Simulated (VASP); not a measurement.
A run of VASP 6.6.1 is set up as follows.

File INCAR:

```
SYSTEM = WS2
ALGO = Normal
EDIFF = 1E-7
ENCUT = 520
GGA = PS
ISIF = 2
ISMEAR = 0
LASPH = .TRUE.
LCHARG = .FALSE.
LREAL = .FALSE.
LWAVE = .FALSE.
NBANDS = 20
NELM = 60
PREC = Accurate
SIGMA = 0.05
```

KPOINTS

```
k-points
0
G
  12 12 2
  0 0 0
```

POSCAR

```
WS2
1.0
    3.1835163552      0.0000000000      0.0000000000
   -1.5917581776      2.7570060369      0.0000000000
    0.0000000000      0.0000000000     17.6286010056
W S
1 2
Direct
    0.3333333333      0.6666666667      0.0000000000
    0.6666666667      0.3333333333      0.9079994900
    0.6666666667      0.3333333333      0.0920005100
```

Potentials or basis: VASP PAW PBE potentials, release 64 (W_sv, S).

Run with:

```console
$ cat potpaw_PBE.64/W_sv/POTCAR potpaw_PBE.64/S/POTCAR > POTCAR
$ mpirun -np 1 vasp_std > vasp.out
```

(1) What does it give for the largest force?

(2) Estimate the band gap on the k mesh.

Results:

(1) 1.250 eV/Å.

(2) 1.82 eV, indirect (least direct gap 1.93 eV).

Caveat: the cell differs from its parent crystal (strain +0.000 along x and y, +0.040 along z); the PAW data sets were made with another functional, which shifts forces and pressure a little; spin-orbit coupling is left out, which moves the levels of the heavy elements.
